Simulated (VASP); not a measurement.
**Co: single point with PBE**

Co:

```
Co
1.0
     0.00000    1.77210    1.77210
    -1.77210    1.77210    0.00000
    -1.77210   -1.77210    3.54420
Co
2
Cartesian
  0.0000 0.0000 0.0000
  -1.7721 0.0000 1.7721
```

```json
{
 "Program": "VASP 6.6.1",
 "Task": "single point",
 "Functional": "PBE",
 "Potentials or basis": "VASP PAW PBE potentials, release 64 (Co)",
 "Cutoff": "520 eV",
 "k mesh": "17 × 17 × 17",
 "Occupations": "fermi-dirac, width 0.08 eV",
 "Spin": "collinear spin, ferromagnetic start",
 "Starting moments": "[2.0, 2.0] μB",
 "Dipole correction": "no",
 "Further INCAR settings": "ALGO = Normal; EDIFF = 1e-07; NBANDS = 20"
}
```

```json
{"Pressure": "-4.4 GPa", "Net moment": "3.32 μB per cell", "Site moments": "Co +1.68 μB", "Valence electrons inside the program's atomic spheres": "Co 8.22"}
```

Levels at points of the mesh, in eV from the Fermi level:
Spin up:
```tsv
k point	band 7	band 8	band 9	band 10	band 11	band 12	band 13	band 14	band 15	band 16
(0.00, 0.00, 0.00)	-2.69	-1.71	-1.71	-0.84	-0.84	-0.28	5.89	21.39	22.82	24.43
```
Spin down:
| k point | band 4 | band 5 | band 6 | band 7 | band 8 | band 9 | band 10 | band 11 |
| --- | --- | --- | --- | --- | --- | --- | --- | --- |
| (0.00, 0.00, 0.00) | -1.10 | -1.10 | -1.10 | -1.10 | -0.33 | 0.31 | 0.31 | 1.10 |

It took 4.5 min on 1 thread of Intel(R) Xeon(R) Platinum 8488C (Sapphire Rapids), with other jobs on the host, peak memory 0.39 GiB.
